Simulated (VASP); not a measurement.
# Ag (P6_3/mmc) in VASP: notebook, part 2 of 2

VASP 6.6.1. Earlier steps stand in the parts before.

## Step 4: Single point, LDA (17.67 Å³/atom)

This run uses another cell than the first one, of 17.67 Å³/atom.

Contents of INCAR:

```
SYSTEM = Ag
PREC = Accurate
ENCUT = 520
EDIFF = 1E-7
ISMEAR = -1
SIGMA = 0.08
LREAL = .FALSE.
LASPH = .TRUE.
NELM = 100
ALGO = Normal
ISIF = 2
LWAVE = .FALSE.
LCHARG = .TRUE.
LELF = .TRUE.
LVHAR = .TRUE.
NBANDS = 30
```

Contents of KPOINTS:

```
Automatic mesh
0
G
  14 14 4
  0 0 0
```

Contents of POSCAR:

```
Ag
1.0
    2.8668278625      0.0000000000      0.0000000000
   -1.4334139312      2.4827457572      0.0000000000
    0.0000000000      0.0000000000      9.9328838838
Ag
4
Direct
    0.3333333333      0.6666666667      0.2500000000
    0.6666666667      0.3333333333      0.7500000000
    0.0000000000      0.0000000000      0.0000000000
    0.0000000000      0.0000000000      0.5000000000
```

Potentials or basis: VASP PAW LDA potentials, release 64 (Ag).

On the command line:

```sh
$ cat potpaw_LDA.64/Ag/POTCAR > POTCAR
$ mpirun -np 1 vasp_std > vasp.out
```

OUTCAR:

```text
SYSTEM = Ag
   PREC = Accurate
   ENCUT = 520
   EDIFF = 1E-7
   ISMEAR = -1
   LREAL = .FALSE.
   LASPH = .TRUE.
   NELM = 100
   ISIF = 2

 ion  position               nearest neighbor table
   1  0.333  0.667  0.250-   3 2.98   4 2.98   3 2.98   4 2.98   3 2.98   4 2.98
   2  0.667  0.333  0.750-   3 2.98   4 2.98   3 2.98   4 2.98   3 2.98   4 2.98
   3  0.000  0.000  0.000-   1 2.98   2 2.98   1 2.98   2 2.98   2 2.98   1 2.98
   4  0.000  0.000  0.500-   1 2.98   2 2.98   1 2.98   2 2.98   2 2.98   1 2.98

  LATTYP: Found a hexagonal cell.
 ALAT       =     2.8668278625
 C/A-ratio  =     3.4647646668

  Lattice vectors:

 A1 = (   2.8668278625,   0.0000000000,   0.0000000000)
 A2 = (  -1.4334139312,   2.4827457572,   0.0000000000)
 A3 = (   0.0000000000,   0.0000000000,   9.9328838838)

Analysis of symmetry for initial positions (statically):
=====================================================================
 Subroutine PRICEL returns:
 Original cell was already a primitive cell.

 Routine SETGRP: Setting up the symmetry group for a
 hexagonal supercell.

 Subroutine GETGRP returns: Found 24 space group operations
 (whereof 12 operations were pure point group operations)
 out of a pool of 24 trial point group operations.

The static configuration has the point symmetry D_3d.
 The point group associated with its full space group is D_6h.

Analysis of symmetry for dynamics (positions and initial velocities):
=====================================================================
 Subroutine PRICEL returns:
 Original cell was already a primitive cell.

 Routine SETGRP: Setting up the symmetry group for a
 hexagonal supercell.

 Subroutine GETGRP returns: Found 24 space group operations
 (whereof 12 operations were pure point group operations)
 out of a pool of 24 trial point group operations.

The dynamic configuration has the point symmetry D_3d.
[... 121 lines left out ...]
   IALGO  =     38    algorithm
   IMIX   =      4    mixing-type and parameters
     AMIX     =   0.40;   BMIX     =  1.00
     AMIX_MAG =   1.60;   BMIX_MAG =  1.00
  volume/ion in A,a.u.               =      17.67       119.27
  Fermi-wavevector in a.u.,A,eV,Ry     =   1.397728  2.641323 26.580932  1.953643
  Thomas-Fermi vector in A             =   2.520956
   LORBIT       =      0    0 simple, 1 ext, 2 COOP (PROOUT), +10 PAW based schemes
   GGA     = CA    functional components
   LHFCALC =     F    Hartree Fock is set to
   AEXX    =    0.0000 exact exchange contribution
   IVDW    =     0    specifies the selected vdW correction
   LEPSILON=     F    determine dielectric tensor
   LRPA    =     F    only Hartree local field effects (RPA)
 non-spin polarized calculation
  energy-cutoff  :      520.00
  volume of cell :       70.70
 maximum number of plane-waves:      1969
 NGX is ok and might be reduce to    24
   NGX = 11   NGY = 11   NGZ = 37

 number of electron      44.0000002 magnetization

 Free energy of the ion-electron system (eV)
  ---------------------------------------------------
  ext. energy  EPLUGINS =         0.00000000
  ---------------------------------------------------
  free energy    TOTEN  =       -14.85707085 eV

  energy without entropy =      -14.82852967  energy(sigma->0) =      -14.84280026

 E-fermi :   7.6159     XC(G=0): -12.3697

 val. band max:        7.6149329632   @ k =   0.3571   0.0000   0.2500
 cond. band min:       7.6254060322   @ k =   0.3571   0.1429   0.5000
 fundamental gap:      0.0104730690
 Fermi energy:         7.6159326238

 k-point     1 :       0.0000    0.0000    0.0000
  band No.  band energies     occupation
      1       0.0820      2.00000
      2       1.2795      2.00000
      3       1.2831      2.00000
      4       1.4010      2.00000
      5       2.7690      2.00000
      6       3.0221      2.00000
[... 781 lines left out ...]
     29      14.2464      0.00000
     30      16.4300      0.00000

 [... further k-points ...]

------------------------ aborting loop because EDIFF is reached ----------------------------------------

  FORCE on cell =-STRESS in cart. coord.  units (eV):
  Direction    XX          YY          ZZ          XY          YZ          ZX
  --------------------------------------------------------------------------------------
  -------------------------------------------------------------------------------------
  Total       -3.6154256     -3.6154256     -5.4864092     -0.0000000      0.0000000      0.0000000
  in kB      -81.9333639    -81.9333639   -124.3338998     -0.0000000      0.0000000      0.0000000
  external PRESSURE =     -96.0668759 kB  Pullay stress =       0.0000000 kB

 VOLUME and BASIS-vectors are now :
 -----------------------------------------------------------------------------
  energy-cutoff  :      520.00
  volume of cell :       70.70
      direct lattice vectors                 reciprocal lattice vectors
     2.866827863  0.000000000  0.000000000     0.348817595  0.201389932  0.000000000
    -1.433413931  2.482745757  0.000000000     0.000000000  0.402779865  0.000000000
     0.000000000  0.000000000  9.932883884     0.000000000  0.000000000  0.100675696

 POSITION                                       TOTAL-FORCE (eV/Angst)
 -----------------------------------------------------------------------------------
     -0.00000      1.65516      2.48322         0.000000      0.000000     -0.000000
      1.43341      0.82758      7.44966        -0.000000      0.000000      0.000000
      0.00000      0.00000      0.00000        -0.000000      0.000000      0.000000
      0.00000      0.00000      4.96644        -0.000000      0.000000      0.000000
 -----------------------------------------------------------------------------------
    total drift:                               -0.000000      0.000000     -0.000000

  FREE ENERGIE OF THE ION-ELECTRON SYSTEM (eV)
  ---------------------------------------------------
  free  energy   TOTEN  =       -14.8570708515 eV

  energy  without entropy=      -14.8285296706  energy(sigma->0) =      -14.84280026
```

Wall time 48 s (1 thread of Intel Xeon 6975P-C (Granite Rapids), shared host); peak memory 0.24 GiB.

Results:

| Property | Result |
| --- | --- |
| Free energy | -14.8571 eV |
| Pressure | -9.6 GPa |
| Band gap on the k mesh | zero (bands 22 and 23 overlap by 6.08 eV) |

Caveat: the cell stands under tension.

## Step 5: Single point, LDA (17.85 Å³/atom)

This run uses another cell than the first one, of 17.85 Å³/atom.

Contents of INCAR:

```
SYSTEM = Ag
PREC = Accurate ; ENCUT = 520
EDIFF = 1E-6 ; ISMEAR = -1
SIGMA = 0.08 ; LREAL = .False.
LASPH = .True. ; NELM = 80
ALGO = Normal ; ISIF = 2
LWAVE = .False. ; LCHARG = .False.
GGA = CA ; NBANDS = 30
```

Contents of KPOINTS:

```
Automatic mesh
0
Gamma
  14 14 4
  0 0 0
```

Contents of POSCAR:

```
Ag
1.0
    2.8765459973      0.0000000000      0.0000000000
   -1.4382729987      2.4911619089      0.0000000000
    0.0000000000      0.0000000000      9.9665549341
Ag
4
Direct
    0.3333333333      0.6666666667      0.2500000000
    0.6666666667      0.3333333333      0.7500000000
    0.0000000000      0.0000000000      0.0000000000
    0.0000000000      0.0000000000      0.5000000000
```

On the command line:

```sh
$ cat potpaw_LDA.64/Ag/POTCAR > POTCAR
$ mpirun -np 1 vasp_std > vasp.out
```

Run time: 42 s. Hardware: 1 thread of Intel Xeon 6975P-C (Granite Rapids), shared host; peak memory 0.24 GiB.

Results (log left out):

```
Free energy            : -14.8124 eV
Pressure               : -10.4 GPa
Band gap on the k mesh : zero (bands 22 and 23 overlap by 6.05 eV)
```

Stress tensor (GPa, compression positive):
```
 -9.04   0.00   0.00
  0.00  -9.04   0.00
  0.00   0.00 -13.02
```

Levels at points of the mesh, in eV from the Fermi level:
| k point | band 20 | band 21 | band 22 | band 23 | band 24 | band 25 |
| --- | --- | --- | --- | --- | --- | --- |
| (0.00, 0.00, 0.00) | -3.27 | -3.27 | -2.94 | -2.94 | -0.66 | 2.59 |
| (0.50, 0.00, 0.00) | -2.64 | 0.05 | 0.85 | 1.17 | 1.67 | 4.26 |
| (0.00, 0.00, 0.50) | -3.06 | -3.06 | -3.06 | -2.58 | -2.58 | 5.29 |
| (0.50, 0.00, 0.50) | -2.65 | 0.43 | 0.43 | 1.51 | 1.51 | 4.58 |

Caveat: the cell stands under tension.

## Step 6: Summary

```csv
cell,gap on the mesh (eV),pressure (GPa)
"a = 2.827, b = 2.827, c = 9.796 Å, angles 90.0, 90.0, 120.0°, 4 atoms",none,-5.9
"a = 2.847, b = 2.847, c = 9.865 Å, angles 90.0, 90.0, 120.0°, 4 atoms",none,-7.9
"a = 2.867, b = 2.867, c = 9.933 Å, angles 90.0, 90.0, 120.0°, 4 atoms",none,-9.6
"a = 2.877, b = 2.877, c = 9.967 Å, angles 90.0, 90.0, 120.0°, 4 atoms",none,-10.4
```

Alike in all rows: task single point; level LDA; potentials or basis VASP PAW LDA potentials, release 64 (Ag); no spin polarisation; k mesh 14 × 14 × 4; cutoff (eV) 520; smearing fermi-dirac 0.08 eV.

Caveats: the cell stands under tension (at least some runs); the stress differs along the axes, from -10 to -4 GPa (at least some runs).

Total energies depend on the potentials used, so only differences within one code and one set of settings carry meaning.

The gap in the log of VASP goes by the Fermi energy; the results here count the filled bands.